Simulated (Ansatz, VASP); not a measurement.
## LiH: VASP beside Ansatz

POSCAR

```
LiH
1.0
    2.6239898222      0.0000000000      0.0000000000
    0.0000000000      2.6239898222      0.0000000000
    0.0000000000      0.0000000000      2.6239898222
Li H
1 1
Direct
    0.0000000000      0.0000000000      0.0000000000
    0.5000000000      0.5000000000      0.5000000000
```

Contents of INCAR.step1:

```
SYSTEM = LiH
PREC = Accurate
ENCUT = 520
EDIFF = 1E-5
ISMEAR = 0
SIGMA = 0.01
LREAL = .False.
LASPH = .True.
NELM = 60
ALGO = Normal
ISIF = 2
LWAVE = .True.
LCHARG = .False.
GGA = PE
NBANDS = 9
```

The input INCAR.step2:

```
SYSTEM = LiH
PREC = Accurate
ENCUT = 520
EDIFF = 1E-6
ISMEAR = 0
SIGMA = 0.01
LREAL = .False.
LASPH = .True.
NELM = 60
ALGO = Normal
ISIF = 2
LWAVE = .False.
LCHARG = .False.
GGA = PE
LHFCALC = .True.
HFSCREEN = 0.2079
PRECFOCK = Normal
ISTART = 1
NBANDS = 9
```

KPOINTS

```
regular mesh
0
Gamma
  8 8 8
  0 0 0
```

Input for Ansatz:

```yaml
crystal:
  lattice:
    - [2.6239898222, 0.0, 0.0]
    - [0.0, 2.6239898222, 0.0]
    - [0.0, 0.0, 2.6239898222]
  atoms:
    - { symbol: Li, position: [0.0, 0.0, 0.0] }
    - { symbol: H, position: [0.5, 0.5, 0.5] }
kpoints:
  mp_grid: { grid: [8, 8, 8] }
  band_path:
    path:
      - [0.0, 0.0, 0.0]
      - [0.0, 0.5, 0.0]
      - [0.5, 0.5, 0.0]
      - [0.5, 0.5, 0.5]
      - [0.0, 0.0, 0.5]
    npoints: 1
hamiltonian:
  xc: hse06
scf:
  occupations: { method: fixed }
  n_extra_bands: 4
output:
  forces: true
  stress: true
  eigenvalues: true
```

Change from the starting cell: hydrostatic strain +4.9%.

Alike in both runs: task single point; functional HSE06; k mesh 8 × 8 × 8; no spin polarisation.

|  | VASP | Ansatz |
| --- | --- | --- |
| version | VASP 6.6.1 | Ansatz 0.2.0 |
| potentials or method | VASP PAW PBE potentials, release 64 (Li_sv, H) | plane waves, PAW |
| plane-wave cutoff (eV) | 520 | 420 |
| occupations | gaussian, width 0.01 eV | fixed |
| valence electrons in the cell | 4 | 4 |

Ansatz gave:

- gap on the k mesh at the Fermi level (eV): 1.44

Problem. What did VASP give for the same quantities?

Solution. gap on the k mesh at the Fermi level (eV): 1.46.

Ansatz's warnings: stress exchange threshold loose, stress scf threshold loose.

Noted on VASP's run: the cutoff is under 1.25 times that of the potentials, so the pressure is a little rough.
